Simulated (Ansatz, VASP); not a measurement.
This is a calculation of TaN for Ansatz 0.2.0.

The input input.yaml:

```yaml
crystal:
  lattice:
    - [0.0, 2.2546932853, 2.2546932853]
    - [2.2546932853, 0.0, 2.2546932853]
    - [2.2546932853, 2.2546932853, 0.0]
  atoms:
    - { symbol: Ta, position: [0.5, 0.5, 0.5] }
    - { symbol: "N", position: [0.0, 0.0, 0.0] }
hamiltonian:
  xc: blyp
  pseudopotentials: { kind: paw }
  dispersion: d3bj
kpoints:
  mp_grid: { grid: [10, 10, 10] }
scf:
  occupations: { method: fermi_dirac, width: 0.05 }
output:
  forces: true
  stress: true
  eigenvalues: true
```

Potentials or basis: Ansatz PAW.

The run is started by

```sh
$ ansatz run input.yaml --threads 2 --pin off --max-ram 5120MiB --backend cpu --events-out ev --progress --plain --runs-dir out
```

Set up the same calculation for VASP 6.6.1. Potentials there: VASP PAW PBE potentials, release 64 (Ta_sv_GW, N).

As run (the cutoff follows the program's own potentials):

Contents of INCAR:

```
SYSTEM = TaN
PREC = Accurate ; ENCUT = 700
EDIFF = 1E-6 ; ISMEAR = -1
SIGMA = 0.05 ; LREAL = .False.
LASPH = .True. ; NELM = 120
ALGO = Normal ; ISIF = 2
LWAVE = .False. ; LCHARG = .False.
GGA = B5 ; ALDAX = 1.0
AGGAX = 1.0 ; AGGAC = 1.0
ALDAC = 0.0 ; IVDW = 12
VDW_S6 = 1.0 ; VDW_S8 = 2.6996
VDW_A1 = 0.4298 ; VDW_A2 = 4.2359
NBANDS = 16 ; GGA_COMPAT = .False.
```

The input KPOINTS:

```
regular mesh
0
Gamma
  10 10 10
  0 0 0
```

File POSCAR:

```
TaN
1.0
    0.0000000000      2.2546932853      2.2546932853
    2.2546932853      0.0000000000      2.2546932853
    2.2546932853      2.2546932853      0.0000000000
Ta N
1 1
Direct
    0.5000000000      0.5000000000      0.5000000000
    0.0000000000      0.0000000000      0.0000000000
```

Potentials or basis: VASP PAW PBE potentials, release 64 (Ta_sv_GW, N).

Launch:

```sh
$ cat potpaw_PBE.64/Ta_sv_GW/POTCAR potpaw_PBE.64/N/POTCAR > POTCAR
$ mpirun -np 1 vasp_std > vasp.out
```

Both were run:

|  | VASP | Ansatz | Ansatz less VASP |
| --- | --- | --- | --- |
| gap on the k mesh at the Fermi level (eV) | none | none | - |
| pressure (GPa) | -22.0 | -22.5 | -0.42 |

VASP's potentials were made for PBE, not for BLYP. A gap of «none» marks a metal or a gap that the smearing closes.

Spin-orbit coupling is off throughout.
